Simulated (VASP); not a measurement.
**Fe: single point with PBEsol+D4**

Crystal: Fe.

```
Fe
1.0
    -1.42350    1.42350    1.42350
     1.42350   -1.42350    1.42350
     1.42350    1.42350   -1.42350
Fe
1
Direct
  0.00000 0.00000 0.00000
```

| Property | Result |
| --- | --- |
| Program | VASP 6.6.1 |
| Task | single point |
| Functional | PBEsol |
| Dispersion | D4 |
| Potentials or basis | VASP PAW PBE potentials, release 64 (Fe) |
| Cutoff | 520 eV |
| k mesh | 13 × 13 × 13 |
| Occupations | fermi-dirac, width 0.05 eV |
| Spin | collinear spin, ferromagnetic start |
| Starting moments | [3.0] μB |
| Dipole correction | no |
| Further INCAR settings | ALGO = Fast; EDIFF = 1e-07; NBANDS = 14 |

```yaml
Pressure: -15.4 GPa
Net_moment: 2.17 μB per cell
Site_moments: Fe +2.16 μB
Valence_electrons_inside_the_program's_atomic_spheres: Fe 7.24
Dispersion_energy_per_atom: -0.200 eV
```

Levels at points of the mesh, in eV from the Fermi level:
Spin up:
| k point | band 3 | band 4 | band 5 | band 6 | band 7 | band 8 |
| --- | --- | --- | --- | --- | --- | --- |
| (0.00, 0.00, 0.00) | -2.27 | -2.27 | -1.04 | -1.04 | 24.80 | 24.80 |
Spin down:
```tsv
k point	band 1	band 2	band 3	band 4	band 5	band 6	band 7
(0.00, 0.00, 0.00)	-8.17	-0.36	-0.36	-0.36	1.59	1.59	24.68
```

Wall time 18 s on 1 thread of Intel(R) Xeon(R) Platinum 8488C (Sapphire Rapids), with other jobs on the host, peak memory 0.14 GiB.

Caveat: the PAW data sets were made with another functional, which shifts forces and pressure a little; pairwise dispersion overbinds metals, which lowers pressure and volume.
